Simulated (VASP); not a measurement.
Here is a VASP 6.6.1 calculation.

Contents of INCAR:

```
PREC = Accurate
ENCUT = 520
EDIFF = 1E-6
ISMEAR = 0
SIGMA = 0.15
LREAL = False
LASPH = True
NELM = 100
ALGO = Fast
ISIF = 2
LWAVE = False
LCHARG = False
GGA = PE
NBANDS = 12
```

KPOINTS

```
Automatic mesh
0
Gamma
  20 20 20
```

POSCAR

```
In
1.0
   -1.6243847313      1.6243847313      2.2922917311
    1.6243847313     -1.6243847313      2.2922917311
    1.6243847313      1.6243847313     -2.2922917311
In
1
Direct
    0.0000000000      0.0000000000      0.0000000000
```

Potentials or basis: VASP PAW PBE potentials, release 64 (In_d).

The run is started by

```sh
$ cat potpaw_PBE.64/In_d/POTCAR > POTCAR
$ mpirun -np 1 vasp_std > vasp.out
```

Question: What does it give for the pressure?

Answer: 6.2 GPa.

Question: What does it give for the band gap on the k mesh?

Answer: Zero (an odd number of electrons rules out a gap without spin polarisation).

Caveat: the cell stands under pressure; spin-orbit coupling is left out, which moves the levels of the heavy elements.
